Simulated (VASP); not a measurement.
# CoPdO2: single point with PBE+U

CoPdO2:

```xyz
12
Lattice="2.9235 0.0000 0.0000 -1.4617 2.5318 0.0000 0.0000 0.0000 18.1899" Properties=species:S:1:pos:R:3 pbc="T T T"
Co    1.4617    0.8439   15.1583
Co    0.0000    1.6879    3.0317
Co    0.0000    0.0000    9.0950
Pd    0.0000    0.0000    0.0000
Pd    1.4617    0.8439    6.0633
Pd    0.0000    1.6879   12.1266
O     0.0000    1.6879   14.1779
O     0.0000    0.0000   16.1386
O     0.0000    0.0000    2.0513
O     1.4617    0.8439    4.0120
O     1.4617    0.8439    8.1146
O     0.0000    1.6879   10.0753
```

This cell differs from its parent crystal: equal strain along all axes, cell held: +2.0 %, then relaxed in part.

```yaml
Program: VASP 6.6.1
Task: single point
Functional: PBE
Potentials_or_basis: VASP PAW PBE potentials, release 64 (Co, Pd, O)
Cutoff: 520 eV
k_mesh: 12 × 12 × 2
Occupations: gaussian, width 0.1 eV
Spin: no spin polarisation
Hubbard_terms: Co d U = 3.32 eV
```

```yaml
Pressure: -11.3 GPa
Largest_force: 0.044 eV/Å
Band_gap_on_the_k_mesh: zero (an odd number of electrons rules out a gap without spin polarisation)
```

Forces on the atoms (eV/Å):
```
Co   0.000  0.000  0.000
Co   0.000  0.000  0.000
Co   0.000  0.000  0.000
Pd   0.000  0.000  0.000
Pd   0.000  0.000  0.000
Pd   0.000  0.000  0.000
O    0.000  0.000  0.044
O    0.000  0.000 -0.044
O    0.000  0.000  0.044
O    0.000  0.000 -0.044
O    0.000  0.000  0.044
O    0.000  0.000 -0.044
```

Stress tensor (GPa, compression positive):
```
-10.20   0.00   0.00
  0.00 -10.20   0.00
  0.00   0.00 -13.55
```

Levels at points of the mesh, in eV from the Fermi level:
```
           k point  band 44  band 45  band 46  band 47  band 48  band 49  band 50  band 51
(0.00, 0.00, 0.00)    -1.39    -0.84    -0.84    -0.84    -0.84     2.00     2.00     2.00
(0.50, 0.00, 0.00)    -0.40    -0.40     0.17     0.50     0.50     1.61     1.61     1.93
(0.00, 0.00, 0.50)    -1.17    -1.17    -1.17    -0.69    -0.69     1.93     1.93     2.11
(0.50, 0.00, 0.50)    -0.40    -0.40     0.26     0.26     0.66     1.44     1.86     1.86
```

Eigenvalues of the final occupation matrices:
```tsv
site	spin	trace	eigenvalues
site 1 d	1	3.65	0.38 0.38 0.96 0.96 0.96
site 1 d	2	3.65	0.38 0.38 0.96 0.96 0.96
site 2 d	1	3.65	0.38 0.38 0.96 0.96 0.96
site 2 d	2	3.65	0.38 0.38 0.96 0.96 0.96
site 3 d	1	3.65	0.38 0.38 0.96 0.96 0.96
site 3 d	2	3.65	0.38 0.38 0.96 0.96 0.96
```

It took 14 min on 1 thread of Intel(R) Xeon(R) Platinum 8259CL CPU @ 2.50GHz (Skylake/Cascade Lake), with other jobs on the host, peak memory 0.43 GiB.

Caveat: the cell differs from its parent crystal (equal strain along all axes, cell held: +2.0 %, then relaxed in part); the cell stands under tension; an odd number of electrons without spin polarisation forces a metal; a magnetic or distorted state may lie lower; the run has no spin polarisation, though such a crystal can be magnetic; U without spin polarisation on a metal has little footing. Spin polarisation is off, so any magnetic state and its effect on volume and gap are missing.
